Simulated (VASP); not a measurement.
HfC:

```
Hf C
1.0
     0.00000    2.32500    2.32500
     2.32500    0.00000    2.32500
     2.32500    2.32500    0.00000
Hf C
1 1
Direct
  0.50000 0.50000 0.50000
  0.00000 0.00000 0.00000
```

Base run:

* Program: VASP 6.6.1
* Functional: BLYP
* Potentials or basis: VASP PAW PBE potentials, release 64 (Hf_pv, C)
* Cutoff: 600 eV
* k mesh: 11 × 11 × 11
* Occupations: fermi-dirac, width 0.1 eV
* Spin: no spin polarisation

Its results: band gap on the k mesh zero (bands 7 and 8 overlap by 1.38 eV); pressure 7.5 GPa.

Task: The run is repeated on the same cell with these changes: functional from BLYP to PBEsol. What comes out?

Result: Band gap on the k mesh zero (bands 7 and 8 overlap by 1.45 eV); pressure -7.0 GPa.

PBEsol binds more tightly than BLYP, so the same cell stands under less pressure.

Caveats: the PAW data sets were made with another functional, which shifts forces and pressure a little; spin-orbit coupling is left out, which moves the levels of the heavy elements; the cell stands under pressure (at least some runs); the cell stands under tension (at least some runs).
